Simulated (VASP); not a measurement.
# Ta16H (a cell with a defect) in VASP: further runs

Ta16H (a cell with a defect) is run at these levels: PBE; tasks: single point.

Program: VASP 6.6.1. These are calculated values, not measurements. Logs are shortened: lines on timing, memory, paths and dates and some standing lists are left out, and cuts for length are marked.

## (1) The cell of the first run

The cell holds a defect, 17 atoms: a = 6.638 Å, b = 6.638 Å, c = 6.638 Å, α = 90.00°, β = 90.00°, γ = 90.00°.

## (2) Single point, PBE

Contents of INCAR:

```
SYSTEM = Ta16H
ALGO = Normal
EDIFF = 1E-6
ENCUT = 520
GGA = PE
ISIF = 2
ISMEAR = 0
LASPH = .TRUE.
LCHARG = .FALSE.
LREAL = Auto
LWAVE = .FALSE.
NBANDS = 102
NELM = 100
PREC = Accurate
SIGMA = 0.1
```

Contents of KPOINTS:

```
Automatic mesh
0
Gamma
  4 4 4
  0.5 0.5 0.5
```

Contents of POSCAR:

```
Ta16H
1.0
    6.6381247865      0.0000000000      0.0000000000
    0.0000000000      6.6381247865      0.0000000000
    0.0000000000      0.0000000000      6.6381247865
Ta H
16 1
Direct
   -0.0051760100     -0.0079644480      0.0000230487
    0.5016800839     -0.0006370775     -0.0000021090
   -0.0051621506      0.5079473659      0.0000198851
    0.0005055645      0.0010947369      0.4999901488
    0.2551444955      0.2499918356      0.2579144043
    0.5016778243      0.5006344573     -0.0000051219
    0.5008836241     -0.0007731099      0.5000061172
    0.7482385703      0.2499983133      0.2507093575
    0.0005082761      0.4988990274      0.4999890943
    0.2494945566      0.7500038279      0.2489103554
    0.2551125588      0.2499990665      0.7420940640
    0.5008806112      0.5007756116      0.5000022004
    0.7491189395      0.7499956931      0.2507653974
    0.7482596606      0.2500010249      0.7492965499
    0.2494767805      0.7500033760      0.7511167928
    0.7491306898      0.7500011163      0.7492051084
    0.1247829811      0.2499900278      0.0000341964
```

Potentials or basis: VASP PAW PBE potentials, release 64 (Ta_pv, H).

Run with:

```
$ cat potpaw_PBE.64/Ta_pv/POTCAR potpaw_PBE.64/H/POTCAR > POTCAR
$ mpirun -np 1 vasp_std > vasp.out
```

OUTCAR:

```text
SYSTEM = Ta16H
   EDIFF = 1E-6
   ENCUT = 520
   GGA = PE
   ISIF = 2
   ISMEAR = 0
   LASPH = .TRUE.
   LREAL = Auto
   NELM = 100
   PREC = Accurate

 ion  position               nearest neighbor table
   1  0.995  0.992  0.000-  17 1.92  13 2.83  16 2.83  10 2.86  15 2.86   8 2.89  14 2.90   5 2.97
                            11 2.97   3 3.21   2 3.27   4 3.32   4 3.32   2 3.36   3 3.42
   2  0.502  0.999  1.000-  13 2.87  16 2.87   8 2.87  14 2.87  15 2.88  10 2.88   5 2.89  11 2.89
                             1 3.27   6 3.31   7 3.32   7 3.32   6 3.33   1 3.36
   3  0.995  0.508  0.000-  17 1.92  13 2.83  16 2.83  15 2.86  10 2.86   8 2.89  14 2.90  11 2.97
                             5 2.97   1 3.21   6 3.27   9 3.32   9 3.32   6 3.36   1 3.42
   4  0.001  0.001  0.500-   5 2.86  11 2.86   8 2.88  14 2.88  10 2.88  15 2.88  16 2.88  13 2.88
                             9 3.30   7 3.32   1 3.32   1 3.32   7 3.32   9 3.33
   5  0.255  0.250  0.258-  17 1.92   7 2.83  12 2.83   4 2.86   9 2.86   2 2.89   6 2.89   3 2.97
                             1 2.97  11 3.21   8 3.27  10 3.32  10 3.32   8 3.37  11 3.42
   6  0.502  0.501  1.000-  13 2.87  16 2.87   8 2.87  14 2.87  15 2.88  10 2.88   5 2.89  11 2.89
                             3 3.27   2 3.31  12 3.32  12 3.32   2 3.33   3 3.36
   7  0.501  0.999  0.500-   5 2.83  11 2.83  16 2.86  13 2.86   8 2.86  14 2.86  10 2.88  15 2.88
                            12 3.31   4 3.32   2 3.32   2 3.32   4 3.32  12 3.33
   8  0.748  0.250  0.251-   7 2.86  12 2.86   2 2.87   6 2.87   9 2.88   4 2.88   1 2.89   3 2.89
                             5 3.27  14 3.31  13 3.32  13 3.32  14 3.33   5 3.37
   9  0.001  0.499  0.500-  11 2.86   5 2.86   8 2.88  14 2.88  10 2.88  15 2.88  16 2.88  13 2.88
                             4 3.30  12 3.32   3 3.32   3 3.32  12 3.32   4 3.33
  10  0.249  0.750  0.249-   1 2.86   3 2.86   2 2.88   6 2.88   4 2.88   9 2.88  12 2.88   7 2.88
                            15 3.30  13 3.32   5 3.32   5 3.32  13 3.32  15 3.33
  11  0.255  0.250  0.742-  17 1.92   7 2.83  12 2.83   9 2.86   4 2.86   6 2.89   2 2.89   3 2.97
                             1 2.97   5 3.21  14 3.27  15 3.32  15 3.32  14 3.36   5 3.42
  12  0.501  0.501  0.500-   5 2.83  11 2.83  16 2.86  13 2.86   8 2.86  14 2.86  10 2.88  15 2.88
                             7 3.31   9 3.32   6 3.32   6 3.32   9 3.32   7 3.33
  13  0.749  0.750  0.251-   1 2.83   3 2.83  12 2.86   7 2.86   6 2.87   2 2.87   9 2.88   4 2.88
                            16 3.31  10 3.32   8 3.32   8 3.32  10 3.32  16 3.33
  14  0.748  0.250  0.749-   7 2.86  12 2.86   6 2.87   2 2.87   9 2.88   4 2.88   3 2.90   1 2.90
                            11 3.27   8 3.31  16 3.32  16 3.32   8 3.33  11 3.36
  15  0.249  0.750  0.751-   1 2.86   3 2.86   2 2.88   6 2.88   4 2.88   9 2.88   7 2.88  12 2.88
                            10 3.30  16 3.32  11 3.32  11 3.32  16 3.32  10 3.33
  16  0.749  0.750  0.749-   1 2.83   3 2.83   7 2.86  12 2.86   2 2.87   6 2.87   4 2.88   9 2.88
                            13 3.31  15 3.32  14 3.32  14 3.32  15 3.32  13 3.33
  17  0.125  0.250  0.000-   3 1.92   1 1.92   5 1.92  11 1.92

  LATTYP: Found a simple cubic cell.
 ALAT       =     6.6381247865

  Lattice vectors:

 A1 = (   6.6381247865,   0.0000000000,   0.0000000000)
 A2 = (   0.0000000000,   6.6381247865,   0.0000000000)
 A3 = (   0.0000000000,   0.0000000000,   6.6381247865)

Analysis of symmetry for initial positions (statically):
=====================================================================
 Subroutine PRICEL returns:
 Original cell was already a primitive cell.

 Routine SETGRP: Setting up the symmetry group for a
 simple cubic supercell.

 Subroutine GETGRP returns: Found  1 space group operations
 (whereof  1 operations were pure point group operations)
 out of a pool of 48 trial point group operations.

The static configuration has the point symmetry C_1 .

Analysis of symmetry for dynamics (positions and initial velocities):
=====================================================================
 Subroutine PRICEL returns:
 Original cell was already a primitive cell.

 Routine SETGRP: Setting up the symmetry group for a
 simple cubic supercell.

 Subroutine GETGRP returns: Found  1 space group operations
 (whereof  1 operations were pure point group operations)
 out of a pool of 48 trial point group operations.

The dynamic configuration has the point symmetry C_1 .

 Subroutine INISYM returns: Found  1 space group operations
 (whereof  1 operations are pure point group operations),
 and found     1 'primitive' translations

----------------------------------------------------------------------------------------

                                     Primitive cell

  volume of cell :     292.5070

  direct lattice vectors                    reciprocal lattice vectors
     6.638124786  0.000000000  0.000000000     0.150644954  0.000000000  0.000000000
     0.000000000  6.638124786  0.000000000     0.000000000  0.150644954  0.000000000
     0.000000000  0.000000000  6.638124786     0.000000000  0.000000000  0.150644954

  length of vectors
     6.638124786  6.638124786  6.638124786     0.150644954  0.150644954  0.150644954

  position of ions in fractional coordinates (direct lattice)
     0.994823990  0.992035552  0.000023049
     0.501680084  0.999362922  0.999997891
     0.994837849  0.507947366  0.000019885
     0.000505565  0.001094737  0.499990149
     0.255144495  0.249991836  0.257914404
     0.501677824  0.500634457  0.999994878
[... 9 lines left out ...]
     0.749130690  0.750001116  0.749205108
     0.124782981  0.249990028  0.000034196

  ion indices of the primitive-cell ions
   primitive index   ion index
                 1           1
                 2           2
                 3           3
                 4           4
                 5           5
                 6           6
[... 9 lines left out ...]
                16          16
                17          17

----------------------------------------------------------------------------------------

 KPOINTS: Automatic mesh

Automatic generation of k-mesh.
 Grid dimensions read from file:
 generate k-points for:    4    4    4

 Generating k-lattice:

  Cartesian coordinates                     Fractional coordinates (reciprocal lattice)
     0.037661238  0.000000000  0.000000000     0.250000000  0.000000000  0.000000000
     0.000000000  0.037661238  0.000000000     0.000000000  0.250000000  0.000000000
     0.000000000  0.000000000  0.037661238     0.000000000  0.000000000  0.250000000

  Length of vectors
     0.037661238  0.037661238  0.037661238

  Shift w.r.t. Gamma in fractional coordinates (k-lattice)
     0.500000000  0.500000000  0.500000000

 Subroutine IBZKPT returns following result:
 ===========================================

 Found     32 irreducible k-points:

 Following reciprocal coordinates:
            Coordinates               Weight
  0.125000  0.125000  0.125000      2.000000
 -0.125000  0.125000  0.125000      2.000000
 -0.125000 -0.125000  0.125000      2.000000
  0.125000 -0.125000  0.125000      2.000000
  0.375000  0.125000  0.125000      2.000000
  0.125000  0.375000  0.125000      2.000000
[... 16 lines left out ...]
 -0.375000 -0.375000  0.125000      2.000000
 -0.125000 -0.375000  0.375000      2.000000
 [... further k-points ...]
   k-points           NKPTS =     32   k-points in BZ     NKDIM =     32   number of bands    NBANDS=    102
   number of dos      NEDOS =    301   number of ions     NIONS =     17
   total plane-waves  NPLWV = 125000
   dimension x,y,z NGX =    50 NGY =   50 NGZ =   50
   dimension x,y,z NGXF=   100 NGYF=  100 NGZF=  100
   ions per type =              16   1
   NGX,Y,Z   is equivalent  to a cutoff of  12.52, 12.52, 12.52 a.u.
   NGXF,Y,Z  is equivalent  to a cutoff of  25.04, 25.04, 25.04 a.u.
 SYSTEM =  Ta16H
   PREC   = accura    normal or accurate (medium, high low for compatibility)
   ISTART =      0    job   : 0-new  1-cont  2-samecut
   ICHARG =      2    charge: 1-file 2-atom 10-const
   ISPIN  =      1    spin polarized calculation?
   LNONCOLLINEAR =      F non collinear calculations
   LSORBIT =      F    spin-orbit coupling
   LASPH  =      T    aspherical Exc in radial PAW
   ENCUT  =  520.0 eV  38.22 Ry    6.18 a.u.  12.34 12.34 12.34*2*pi/ulx,y,z
   NELM   =    100;   NELMIN=  2; NELMDL= -5     # of ELM steps
   EDIFF  = 0.1E-05   stopping-criterion for ELM
   LREAL  =      T    real-space projection
   EDIFFG = 0.1E-04   stopping-criterion for IOM
   NSW    =      0    number of steps for IOM
   IBRION =     -1    ionic relax: 0-MD 1-quasi-New 2-CG
   NFREE  =      0    steps in history (QN), initial steepest desc. (CG)
   ISIF   =      2    stress and relaxation
   ISYM   =      2    0-nonsym 1-usesym 2-fastsym
   POTIM  = 0.5000    time-step for ionic-motion
   TEBEG  =    0.0;   TEEND  =   0.0 temperature during run
   PSTRESS=    0.0 pullay stress
   NELECT =     177.0000    total number of electrons
   NUPDOWN=      -1.0000    fix difference up-down
   EMIN   =  10.00;   EMAX   =-10.00  energy-range for DOS
   EFERMI =   0.00;   METHOD = LEGACY
   ISMEAR =     0;   SIGMA  =   0.10  broadening in eV -4-tet -1-fermi 0-gaus
   EFERMI_NEDOS =   21; number of points for ismear=-14 and -15
   IALGO  =     38    algorithm
   IMIX   =      4    mixing-type and parameters
     AMIX     =   0.40;   BMIX     =  1.00
     AMIX_MAG =   1.60;   BMIX_MAG =  1.00
  volume/ion in A,a.u.               =      17.21       116.11
  Fermi-wavevector in a.u.,A,eV,Ry     =   1.384694  2.616692 26.087508  1.917378
  Thomas-Fermi vector in A             =   2.509174
   LORBIT       =      0    0 simple, 1 ext, 2 COOP (PROOUT), +10 PAW based schemes
   GGA     = PE    functional components
   LHFCALC =     F    Hartree Fock is set to
   AEXX    =    0.0000 exact exchange contribution
   IVDW    =     0    specifies the selected vdW correction
   LEPSILON=     F    determine dielectric tensor
   LRPA    =     F    only Hartree local field effects (RPA)
 non-spin polarized calculation
 Gauss-broadening in eV      SIGMA  =   0.10
  energy-cutoff  :      520.00
  volume of cell :      292.51
 maximum number of plane-waves:      7914
 NGX is ok and might be reduce to    50
   NGX = 25   NGY = 25   NGZ = 25

 number of electron     176.9999958 magnetization

 Free energy of the ion-electron system (eV)
  ---------------------------------------------------
  ext. energy  EPLUGINS =         0.00000000
  ---------------------------------------------------
  free energy    TOTEN  =      -192.84728722 eV

  energy without entropy =     -192.77236105  energy(sigma->0) =     -192.80982413

 E-fermi :   5.4134     XC(G=0): -12.5758

 val. band max:        5.4095117752   @ k =   0.3750   0.1250   0.1250
 cond. band min:       5.4221154552   @ k =   0.1250  -0.3750   0.1250
 fundamental gap:      0.0126036800
 Fermi energy:         5.4133796489

 k-point     1 :       0.1250    0.1250    0.1250
  band No.  band energies     occupation
      1     -28.8660      2.00000
      2     -28.8162      2.00000
      3     -28.8140      2.00000
      4     -28.7958      2.00000
      5     -28.7907      2.00000
      6     -28.7871      2.00000
[... 92 lines left out ...]
     99       6.7486      0.00000
    100       7.1419      0.00000

 k-point     2 :      -0.1250    0.1250    0.1250
  band No.  band energies     occupation
      1     -28.8660      2.00000
      2     -28.8162      2.00000
      3     -28.8140      2.00000
      4     -28.7958      2.00000
      5     -28.7907      2.00000
      6     -28.7870      2.00000
[... 2255 lines left out ...]
     99       7.7341      0.00000
    100       7.7736      0.00000

 k-point    24 :      -0.1250   -0.3750    0.3750
  band No.  band energies     occupation
      1     -28.7491      2.00000
      2     -28.6987      2.00000
      3     -28.6924      2.00000
      4     -28.6686      2.00000
      5     -28.6594      2.00000
      6     -28.6440      2.00000
[... 92 lines left out ...]
     99       7.7388      0.00000
    100       7.7611      0.00000

 [... further k-points ...]

 [bands above 100 left out]

------------------------ aborting loop because EDIFF is reached ----------------------------------------

  FORCE on cell =-STRESS in cart. coord.  units (eV):
  Direction    XX          YY          ZZ          XY          YZ          ZX
  --------------------------------------------------------------------------------------
  -------------------------------------------------------------------------------------
  Total        4.3197879      4.0198494      4.0079506      0.0001938     -0.0001960      0.0008660
  in kB       23.6612003     22.0183174     21.9531430      0.0010613     -0.0010736      0.0047432
  external PRESSURE =      22.5442202 kB  Pullay stress =       0.0000000 kB

 VOLUME and BASIS-vectors are now :
 -----------------------------------------------------------------------------
  energy-cutoff  :      520.00
  volume of cell :      292.51
      direct lattice vectors                 reciprocal lattice vectors
     6.638124786  0.000000000  0.000000000     0.150644954  0.000000000  0.000000000
     0.000000000  6.638124786  0.000000000     0.000000000  0.150644954  0.000000000
     0.000000000  0.000000000  6.638124786     0.000000000  0.000000000  0.150644954

 POSITION                                       TOTAL-FORCE (eV/Angst)
 -----------------------------------------------------------------------------------
      6.60377      6.58526      0.00015        -0.007673     -0.008016     -0.001421
      3.33021      6.63390      6.63811        -0.000108     -0.003551     -0.000314
      6.60386      3.37182      0.00013        -0.008644      0.008993     -0.001347
      0.00336      0.00727      3.31900        -0.010659      0.001988      0.000800
      1.69368      1.65948      1.71207         0.005573      0.000429      0.009799
      3.33020      3.32327      6.63809        -0.000136      0.003562     -0.000073
[... 9 lines left out ...]
      4.97282      4.97860      4.97332        -0.001241     -0.000430      0.004018
      0.82832      1.65946      0.00023         0.002831     -0.000072     -0.001085
 -----------------------------------------------------------------------------------
    total drift:                                0.016921      0.000074      0.000010

  FREE ENERGIE OF THE ION-ELECTRON SYSTEM (eV)
  ---------------------------------------------------
  free  energy   TOTEN  =      -192.8472872171 eV

  energy  without entropy=     -192.7723610489  energy(sigma->0) =     -192.80982413
```

It took 25 min on 1 thread of Intel Xeon Platinum 8488C (Sapphire Rapids), shared host; peak memory 0.72 GiB.

Results:

```yaml
Free_energy: -192.8473 eV
Pressure: 2.3 GPa
Largest_force: 0.013 eV/Å
```

Forces on the atoms (eV/Å):
```
Ta  -0.008 -0.008 -0.001
Ta   0.000 -0.004  0.000
Ta  -0.009  0.009 -0.001
Ta  -0.011  0.002  0.001
Ta   0.006  0.000  0.010
Ta   0.000  0.004  0.000
Ta  -0.001 -0.001  0.000
Ta   0.004  0.000  0.000
Ta  -0.011 -0.002  0.001
Ta   0.009  0.000  0.001
Ta   0.006  0.000 -0.009
Ta   0.000  0.000  0.000
Ta  -0.001  0.000 -0.001
Ta   0.003  0.000  0.000
Ta   0.010  0.000 -0.003
Ta  -0.001  0.000  0.004
H    0.003  0.000 -0.001
```

Stress tensor (GPa, compression positive):
```
2.37 0.00 0.00
0.00 2.20 0.00
0.00 0.00 2.20
```

Caveat: spin-orbit coupling is left out, which moves the levels of the heavy elements.

## (3) Single point, PBE

Contents of INCAR:

```
SYSTEM = Ta16H
PREC = Accurate
ENCUT = 520
EDIFF = 1E-6
ISMEAR = 0
SIGMA = 0.1
LREAL = Auto
LASPH = .True.
NELM = 100
ALGO = Normal
ISIF = 2
LWAVE = .False.
LCHARG = .True.
GGA = PE
LELF = .True.
LVHAR = .True.
NBANDS = 102
```

KPOINTS is that of step 2.

Contents of POSCAR:

```
Ta16H
1.0
    6.6381247865      0.0000000000      0.0000000000
    0.0000000000      6.6381247865      0.0000000000
    0.0000000000      0.0000000000      6.6381247865
Ta H
16 1
Direct
   -0.0081961949     -0.0051749036      0.0017765300
    0.5077156163     -0.0051610229      0.0017733329
   -0.0008688022      0.5016811559      0.0017512909
    0.0008630720      0.0005065845      0.5017435651
    0.2497601828      0.2551455916      0.2596677738
    0.5004026873      0.5016789321      0.0017483715
    0.4986672869      0.0005093101      0.5017424738
    0.7497721286      0.2494955620      0.2506638378
   -0.0010048621      0.5008846966      0.5017595986
    0.2497666498      0.7482396598      0.2524628146
    0.2497673272      0.2551136460      0.7438474262
    0.5005438998      0.5008816466      0.5017555498
    0.7497640030      0.7491200010      0.2525187688
    0.7497716155      0.2494779136      0.7528702319
    0.2497692555      0.7482606636      0.7510499721
    0.7497693604      0.7491317362      0.7509585110
    0.2497582790      0.1247841235      0.0017876750
```

Potentials or basis: VASP PAW PBE potentials, release 64 (Ta_pv, H).

Run with:

```
$ cat potpaw_PBE.64/Ta_pv/POTCAR potpaw_PBE.64/H/POTCAR > POTCAR
$ mpirun -np 1 vasp_std > vasp.out
```

It took 33 min on 1 thread of Intel Xeon Platinum 8259CL at 2.50GHz (Skylake/Cascade Lake), shared host; peak memory 0.72 GiB.

The run converged. Its results:

- Free energy: -192.8472 eV
- Pressure: 2.2 GPa
- Largest force: 0.012 eV/Å

Forces in eV/Å, atoms in the order of the input:
```
Ta  -0.009 -0.007 -0.001
Ta   0.009 -0.008 -0.001
Ta  -0.004  0.001  0.000
Ta   0.001 -0.011  0.002
Ta   0.001  0.005  0.010
Ta   0.004  0.000  0.000
Ta  -0.001 -0.011  0.001
Ta  -0.001  0.010 -0.001
Ta   0.001 -0.002  0.001
Ta   0.001  0.003 -0.002
Ta   0.000  0.007 -0.008
Ta  -0.001 -0.002  0.001
Ta   0.000 -0.002 -0.001
Ta   0.000  0.010 -0.002
Ta   0.000  0.003  0.000
Ta   0.000 -0.001  0.001
H    0.000  0.003 -0.001
```

Stress tensor (GPa, compression positive):
```
2.20 0.00 0.00
0.00 2.36 0.00
0.00 0.00 2.19
```

Levels at points of the mesh, in eV from the Fermi level:
```tsv
k point	band 85	band 86	band 87	band 88	band 89	band 90	band 91	band 92	band 93	band 94
(0.12, 0.12, 0.12)	0.54	0.60	0.67	0.91	0.94	0.96	0.96	0.99	1.06	1.08
```

Caveat: spin-orbit coupling is left out, which moves the levels of the heavy elements.

(Continued in part 2 of 2.)
